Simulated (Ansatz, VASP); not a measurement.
Two plane-wave programs on KBr

```xyz
2
Lattice="0.0000 3.4160 3.4160 3.2925 0.1235 3.2925 3.2925 3.2925 0.1235" Properties=species:S:1:pos:R:3 pbc="T T T"
K     0.0000    0.0000    0.0000
Br    3.2925    3.4160    3.4160
```

Change from the starting cell: strain +0.0750 x Voigt [0, 0, 0, 1, 0, 0], atoms carried along.

Alike in both runs: task single point; functional PBE; k mesh 6 × 6 × 6; occupations gaussian, width 0.05 eV; no spin polarisation.

|  | VASP | Ansatz |
| --- | --- | --- |
| version | VASP 6.6.1 | Ansatz 0.2.0 |
| potentials or method | VASP PAW PBE potentials, release 64 (K_sv, Br), cutoff 520 eV | scalar-relativistic, plane waves, PAW |
| valence electrons in the cell | 16 | 16 |

VASP gave:

- gap on the k mesh at the Fermi level (eV): 4.35
- least direct gap on the mesh (eV): 4.35
- pressure (GPa): 0.9
- traceless stress, the component that is largest in VASP (GPa): -0.37

Problem. Which values does Ansatz return?

Solution. gap on the k mesh at the Fermi level (eV): 4.35; least direct gap on the mesh (eV): 4.35; pressure (GPa): 0.8; traceless stress, the component that is largest in VASP (GPa): -0.38.
